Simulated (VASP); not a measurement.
Input of a VASP 6.6.1 run:

Contents of INCAR:

```
PREC     = Accurate       # precision mode
ENCUT    = 520            # plane-wave cutoff, eV
EDIFF    = 1E-6           # SCF threshold, eV
ISMEAR   = -1             # smearing method
SIGMA    = 0.05           # smearing width, eV
LREAL    = False          # projectors in reciprocal space
LASPH    = True           # aspherical terms in the spheres
NELM     = 150            # most SCF steps
ALGO     = Normal         # electronic algorithm
ISIF     = 2              # what is computed and relaxed
LWAVE    = False          # write WAVECAR
LCHARG   = False          # write CHGCAR
ISPIN    = 2              # spin polarisation
MAGMOM   = -2 4           # initial moments
LORBIT   = 11             # projections on sites
LMAXMIX  = 4              # l up to which the mixer works
GGA      = CA             # functional
NBANDS   = 20             # bands
```

The input KPOINTS:

```
regular mesh
0
Gamma
  16 16 16
```

File POSCAR:

```
CuO
1.0
    0.0000000000      2.2618016073      2.2618016073
    2.2618016073      0.0000000000      2.2618016073
    2.2618016073      2.2618016073      0.0000000000
Cu O
1 1
Direct
    0.0000000000      0.0000000000      0.0000000000
    0.2500000000      0.2500000000      0.2500000000
```

Potentials or basis: VASP PAW LDA potentials, release 64 (Cu, O).

Run with:

```console
$ cat potpaw_LDA.64/Cu/POTCAR potpaw_LDA.64/O/POTCAR > POTCAR
$ mpirun -np 1 vasp_std > vasp.out
```

**Question.** Predict the net moment.

**Answer.** 0.00 μB per cell.

**Question.** Predict the pressure.

**Answer.** -12.2 GPa.
